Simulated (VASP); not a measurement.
Set up this calculation in VASP 6.6.1, as the native input.

- Task: electric field gradients
- Functional: PBE
- Potentials or basis: VASP PAW PBE potentials, release 64 (W_sv)
- Cutoff: 520 eV
- k mesh: 14 × 14 × 14
- Occupations: fermi-dirac, width 0.03 eV
- Spin: no spin polarisation
- Dipole correction: no
- Further INCAR settings: ALGO = Normal; EDIFF = 1e-08; NBANDS = 13

The structure of W lies in POSCAR:

```
W
1.0
   -1.5702218875      1.5702218875      1.5702218875
    1.5702218875     -1.5702218875      1.5702218875
    1.5702218875      1.5702218875     -1.5702218875
W
1
Direct
    0.0000000000      0.0000000000      0.0000000000
```

This cell differs from its parent crystal: volume scaled by 0.95.

The input as run:

INCAR

```
  PREC = Accurate
  ENCUT = 520
  EDIFF = 1E-8
  ISMEAR = -1
  SIGMA = 0.03
  LREAL = F
  LASPH = T
  NELM = 60
  ALGO = Normal
  ISIF = 2
  LWAVE = F
  LCHARG = F
  GGA = PE
  LEFG = T
  NBANDS = 13
```

KPOINTS

```
regular mesh
0
Gamma
  14 14 14
```

Potentials or basis: VASP PAW PBE potentials, release 64 (W_sv).

The run is started by

```bash
$ cat potpaw_PBE.64/W_sv/POTCAR > POTCAR
$ mpirun -np 1 vasp_std > vasp.out
```

It gave:

```
Pressure               : 14.7 GPa
Band gap on the k mesh : zero (band 7 reaches 17.11 eV, above the bottom of band 8 at 10.51 eV)
```

Caveat: without QUAD_EFG the Cq values of the log hold for a quadrupole moment of 1 mb, not for the nuclei; spin-orbit coupling is left out, which moves the levels of the heavy elements.

It took 12 s on 1 thread of Intel(R) Xeon(R) Platinum 8488C (Sapphire Rapids), with other jobs on the host, peak memory 0.13 GiB.
